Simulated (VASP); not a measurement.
Wanted: the native input for a VASP 6.6.1 run.

```
Task                   : single point
Functional             : PBEsol
Potentials or basis    : VASP PAW PBE potentials, release 64 (S)
Cutoff                 : 520 eV
k mesh                 : 18 × 18 × 18
Occupations            : fermi-dirac, width 0.08 eV
Spin                   : no spin polarisation
Dipole correction      : no
Further INCAR settings : ALGO = Normal; EDIFF = 1e-06; NBANDS = 9; ISYM = 0
```

The structure of S lies in POSCAR:

```
S
1.0
    0.0000000000      1.9545343630      1.9545343630
    1.9545343630      0.0000000000      1.9545343630
    1.9545343630      1.9545343630      0.0000000000
S
1
Direct
    0.0000000000      0.0000000000      0.0000000000
```

This isn't the form of S at room conditions, which is orthorhombic, of S8 rings.

The input as run:

INCAR

```
ALGO = Normal ; EDIFF = 1E-6
ENCUT = 520 ; GGA = PS
ISIF = 2 ; ISMEAR = -1
ISYM = 0 ; LASPH = T
LCHARG = F ; LREAL = F
LWAVE = F ; NBANDS = 9
NELM = 80 ; PREC = Accurate
SIGMA = 0.08
```

KPOINTS

```
k-points
0
Gamma
  18 18 18
```

Potentials or basis: VASP PAW PBE potentials, release 64 (S).

Launch:

```console
$ cat potpaw_PBE.64/S/POTCAR > POTCAR
$ mpirun -np 1 vasp_std > vasp.out
```

It gave:

| Item | Value |
| --- | --- |
| Pressure | 0.0 GPa |
| Band gap on the k mesh | zero (bands 3 and 4 overlap by 6.34 eV) |

Caveat: the PAW data sets were made with another functional, which shifts forces and pressure a little.

Run time: 5.4 min on 1 thread of AMD EPYC 7R43 64-Core Processor (Zen 3), with other jobs on the host, peak memory 0.38 GiB.
